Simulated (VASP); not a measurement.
Set up this calculation in VASP 6.6.1, as the native input.

```
Task                   : single point
Functional             : PBE
Potentials or basis    : VASP PAW PBE potentials, release 64 (Zn)
Cutoff                 : 520 eV
k mesh                 : 24 × 24 × 1
Occupations            : gaussian, width 0.1 eV
Spin                   : no spin polarisation
Dipole correction      : yes
Further INCAR settings : ALGO = Normal; EDIFF = 1e-07; NBANDS = 19
```

The structure of Zn lies in POSCAR:

```
Zn
1.0
    2.5574698433      0.0000002699      0.0000000000
   -1.2787351554      2.2148337188      0.0000000000
    0.0000000000      0.0000000000     29.9064687634
Zn
2
Direct
    0.0000000000      0.0000000000      0.3337210826
    0.0000000000      0.0000000000      0.2347178106
```

The cell was built from a structure type or drawn by symmetry, and may not be a known phase.

One way to write it, as run:

INCAR

```
PREC = Accurate
ENCUT = 520
EDIFF = 1E-7
ISMEAR = 0
SIGMA = 0.1
LREAL = False
LASPH = True
NELM = 80
ALGO = Normal
ISIF = 2
LWAVE = False
LCHARG = False
LDIPOL = True
IDIPOL = 3
DIPOL = 0.5 0.5 0.284
GGA = PE
NBANDS = 19
```

KPOINTS

```
regular mesh
0
Gamma
  24 24 1
```

Potentials or basis: VASP PAW PBE potentials, release 64 (Zn).

Run with:

```sh
$ cat potpaw_PBE.64/Zn/POTCAR > POTCAR
$ mpirun -np 1 vasp_std > vasp.out
```

Results of the run:

```
Largest force          : 0.006 eV/Å
Band gap on the k mesh : zero (bands 12 and 13 overlap by 4.40 eV)
```

It took 7.1 min on 1 thread of Intel Xeon 8259CL, with other jobs on the host, peak memory 0.38 GiB.
